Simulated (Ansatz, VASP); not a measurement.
## CsSnI3 in VASP and in Ansatz

```
Cs Sn I
1.0
     6.24149    0.00000    0.00000
     0.00000    6.24149    0.00000
     0.00000    0.00000    6.30391
Cs Sn I
1 1 3
Direct
  0.00000 0.00000 0.00000
  0.50000 0.50000 0.50000
  0.50000 0.50000 0.00000
  0.50000 0.00000 0.50000
  0.00000 0.50000 0.50000
```

Change from the starting cell: uniaxial_z strain +1.0%.

Alike in both runs: task single point; functional PBE; k mesh 4 × 4 × 4; occupations fermi-dirac, width 0.02 eV; no spin polarisation.

```csv
,VASP,Ansatz
version,VASP 6.6.1,Ansatz 0.2.0
potentials or method,"VASP PAW PBE potentials, release 64 (Cs_sv, Sn_d, I)","plane waves, PAW"
plane-wave cutoff (eV),520,420
valence electrons in the cell,44,74
```

|  | VASP | Ansatz | Ansatz less VASP |
| --- | --- | --- | --- |
| pressure (GPa) | 0.3 | 0.3 | 0.00 |
| traceless stress, the component that is largest in VASP (GPa) | -0.22 | -0.22 | 0.000 |

With one functional, cell and mesh, what is left measures potentials, basis and numerics. VASP's potentials hold 44 valence electrons a cell and Ansatz's 74, so a difference there can come from the potentials and not from the codes.

Spin-orbit coupling is off throughout.
